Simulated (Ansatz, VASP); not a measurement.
# One calculation of SiC5, two programs

```xyz
6
Lattice="3.5851 0.0000 0.0000 -1.7925 3.1048 0.0000 0.0000 0.0000 7.4365" Properties=species:S:1:pos:R:3 pbc="T T T"
Si    0.0000    0.0000    3.7182
C     0.0000    2.0698    3.7182
C    -1.3886    2.4052    0.0000
C     2.7773    0.0000    0.0000
C     0.4039    0.6996    0.0000
C     1.7925    1.0349    3.7182
```

Change from the starting cell: species swapped into the MgAu5 type (P-62m, No. 189).

Alike in both runs: functional PBE; k mesh 6 × 6 × 4; occupations gaussian, width 0.1 eV; no spin polarisation.

Ansatz relaxed the structure, and its values are those at the end. VASP's run is a single point on that final structure, the one shown.

|  | VASP | Ansatz |
| --- | --- | --- |
| version | VASP 6.6.1 | Ansatz 0.2.0 |
| potentials or method | VASP PAW PBE potentials, release 64 (Si, C), cutoff 520 eV | scalar-relativistic, plane waves, PAW |
| valence electrons in the cell | 24 | 24 |

```csv
,VASP,Ansatz,Ansatz less VASP
gap on the k mesh at the Fermi level (eV),none,none,-
pressure (GPa),0.3,0.0,-0.27
rms of the force components (eV/Å),0.075,0.000,-0.0747
```

A gap of «none» marks a metal or a gap that the smearing closes. With one functional, cell and mesh, what is left measures potentials, basis and numerics.
